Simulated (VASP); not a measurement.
Wanted: the native input for a VASP 6.6.1 run.

* Task: single point
* Functional: PBE
* Dispersion: D3(BJ)
* Potentials or basis: VASP PAW PBE potentials, release 64 (O)
* Cutoff: 520 eV
* k mesh: 6 × 6 × 8
* Occupations: fermi-dirac, width 0.02 eV
* Spin: no spin polarisation
* Dipole correction: no
* Further INCAR settings: ALGO = Normal; EDIFF = 1e-06; NBANDS = 20

The structure of O lies in POSCAR:

```
O
1.0
    4.3485790176      0.0000000000      0.0708182104
    0.0000000000      4.3106990090      0.0000000000
   -1.0597661143      0.0000000000      2.8935013279
O
4
Direct
    0.3521411578      0.6716860020      0.6814179443
    0.6478588422      0.6716860020      0.8185820557
    0.6478588422      0.3283139980      0.3185820557
    0.3521411578      0.3283139980      0.1814179443
```

The input as run:

INCAR

```
SYSTEM = O
PREC = Accurate
ENCUT = 520
EDIFF = 1E-6
ISMEAR = -1
SIGMA = 0.02
LREAL = .FALSE.
LASPH = .TRUE.
NELM = 100
ALGO = Normal
ISIF = 2
LWAVE = .FALSE.
LCHARG = .FALSE.
GGA = PE
IVDW = 12
NBANDS = 20
```

KPOINTS

```
Automatic mesh
0
G
  6 6 8
  0 0 0
```

Potentials or basis: VASP PAW PBE potentials, release 64 (O).

The run is started by

```console
$ cat potpaw_PBE.64/O/POTCAR > POTCAR
$ mpirun -np 1 vasp_std > vasp.out
```

It gave:

```
Pressure                   : 2.6 GPa
Largest force              : 1.228 eV/Å
Band gap on the k mesh     : 1.03 eV, indirect (least direct gap 1.13 eV)
Dispersion energy per atom : -0.059 eV
```

Caveat: the standard files for N, O and F lose accuracy on very short bonds; spin is off for a triplet molecule; forces of over 1 eV/Å act on the atoms, so gaps and moduli don't describe the material at rest.

Wall time 2.1 min on 1 thread of Oxide Virtual Turin-like Processor, with other jobs on the host, peak memory 0.19 GiB.
